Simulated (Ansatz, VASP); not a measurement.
**One calculation of Cu, two programs**

```
CELL_PARAMETERS angstrom
2.55619 0.00000 0.00000
1.27810 2.21373 0.00000
0.00000 0.00000 28.43561
ATOMIC_POSITIONS crystal
Cu 0.00000 0.00000 0.31596
Cu 0.33333 0.33333 0.38944
Cu 0.66667 0.66667 0.46312
Cu 0.00000 0.00000 0.53688
Cu 0.33333 0.33333 0.61056
Cu 0.66667 0.66667 0.68404
```

Alike in both runs: functional PBE; k mesh 18 × 18 × 1; occupations gaussian, width 0.1 eV; no spin polarisation.

Ansatz relaxed the structure, and its values are those at the end. VASP's run is a single point on that final structure, the one shown.

```csv
,VASP,Ansatz
version,VASP 6.6.1,Ansatz 0.2.0
potentials or method,"VASP PAW PBE potentials, release 64 (Cu)","scalar-relativistic, plane waves, PAW"
plane-wave cutoff (eV),520,420
valence electrons in the cell,66,114
```

VASP gave:

* gap on the k mesh at the Fermi level (eV): none
* rms of the force components (eV/Å): 0.006

Task: What did Ansatz give for the same quantities?

Result: gap on the k mesh at the Fermi level (eV): none; rms of the force components (eV/Å): 0.000.

A gap of «none» marks a metal or a gap that the smearing closes. VASP's potentials hold 66 valence electrons a cell and Ansatz's 114, so a difference there can come from the potentials and not from the codes. Ansatz's warnings: xc potential rough in thin density.
